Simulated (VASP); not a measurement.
## SbPt: single point with PBEsol

The system is SbPt.

```
Sb Pt
1.0
     4.15971    0.00000    0.00000
    -2.07985    3.60241    0.00000
     0.00000    0.00000    5.45934
Sb Pt
2 2
Direct
  0.33333 0.66667 0.25000
  0.66667 0.33333 0.75000
  0.00000 0.00000 0.00000
  0.00000 0.00000 0.50000
```

```yaml
Program: VASP 6.6.1
Task: single point
Functional: PBEsol
Potentials_or_basis: VASP PAW PBE potentials, release 64 (Sb, Pt)
Cutoff: 520 eV
k_mesh: 12 × 12 × 8
Occupations: gaussian, width 0.1 eV
Spin: no spin polarisation
```

```json
{
 "Pressure": "0.8 GPa",
 "Band gap on the k mesh": "zero (bands 15 and 16 overlap by 4.09 eV)"
}
```

Levels at points of the mesh, in eV from the Fermi level:
| k point | band 12 | band 13 | band 14 | band 15 | band 16 | band 17 | band 18 | band 19 |
| --- | --- | --- | --- | --- | --- | --- | --- | --- |
| (0.00, 0.00, 0.00) | -2.10 | -0.12 | -0.12 | 0.82 | 2.32 | 2.35 | 3.54 | 3.54 |
| (0.50, 0.00, 0.00) | -2.97 | -2.70 | -2.25 | -2.08 | -0.67 | 1.97 | 4.19 | 4.29 |
| (0.00, 0.00, 0.50) | -3.63 | -1.21 | -1.21 | 2.33 | 2.33 | 2.33 | 2.33 | 5.22 |
| (0.50, 0.00, 0.50) | -3.20 | -3.07 | -3.07 | 0.34 | 0.34 | 1.69 | 1.69 | 3.98 |

Wall time 85 s on 1 thread of AMD EPYC 9R45 96-Core Processor (Zen 5), with other jobs on the host, peak memory 0.28 GiB.

Caveat: the PAW data sets were made with another functional, which shifts forces and pressure a little; spin-orbit coupling is left out, which moves the levels of the heavy elements.
